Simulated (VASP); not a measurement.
Runs of VASP 6.6.1 on Fe2Ru. The structure is that of space group Fd-3m (No. 227), or close to it. The cells are those of the table. 

| task | spin | cell | k mesh | cutoff (eV) | gap on the mesh (eV) | pressure (GPa) | moment (μB) |
| --- | --- | --- | --- | --- | --- | --- | --- |
| single point | collinear, ferrimagnetic start | a = 4.655 Å, angles 60.0°, 6 atoms | 4 × 4 × 4 | 520 | none | -0.4 | 5.73 |
| single point | collinear, ferromagnetic start | a = 4.628 Å, angles 60.0°, 6 atoms | 6 × 6 × 6 | 520 | none | (a) | 5.97 |
| single point | collinear, ferrimagnetic start | a = 4.657 Å, angles 60.0°, 6 atoms | 10 × 10 × 10 | 520 | none | -0.4 | 5.98 |
| relaxation of cell and atoms | collinear, ferrimagnetic start | relaxed from a = 4.628 Å, angles 60.0°, 6 atoms | 4 × 4 × 4 | 600 | none | 0.0 | (b) |

Alike in all rows: level PBE; potentials or basis VASP PAW PBE potentials, release 64 (Fe, Ru_pv); smearing gaussian 0.1 eV.

Q: Fill in the values left out.

A: (a) 4.5; (b) 5.72.

Caveats: some runs use coarse meshes; the cell stands under pressure (at least some runs).

A k mesh can miss the band edges, and the runs leave out spin-orbit coupling on Ru.

A gap of «none» marks levels without a gap at the run's occupations.
